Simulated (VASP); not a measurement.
Crystal: RbBr.

```
Rb Br
1.0
    -0.04082    3.86950    3.86950
     3.86950   -0.04082    3.86950
     3.82867    3.82867    0.00000
Rb Br
1 1
Direct
  0.99759 0.99759 0.00241
  0.25241 0.25241 0.24759
```

This cell differs from its parent crystal: shear xy strain -2.1%.

Base run:

| Quantity | Value |
| --- | --- |
| Program | VASP 6.6.1 |
| Functional | r2SCAN |
| Potentials or basis | VASP PAW PBE potentials, release 64 (Rb_sv, Br) |
| Cutoff | 520 eV |
| k mesh | 6 × 6 × 6 |
| Occupations | gaussian, width 0.01 eV |
| Spin | no spin polarisation |

Its results: band gap on the k mesh 4.64 eV (least direct gap 4.72 eV); pressure 0.0 GPa.

Q: The run is repeated on the same cell with these changes: functional from r2SCAN to PBE; occupations from gaussian, width 0.01 eV to fermi-dirac, width 0.02 eV. What comes out?

A: Band gap on the k mesh 4.06 eV (least direct gap 4.15 eV); pressure 0.2 GPa.

Caveats: the structure was generated, so it needn't be the stable form of RbBr; the PAW data sets were made with another functional, which shifts forces and pressure a little (at least some runs).

A k mesh can miss the band edges.
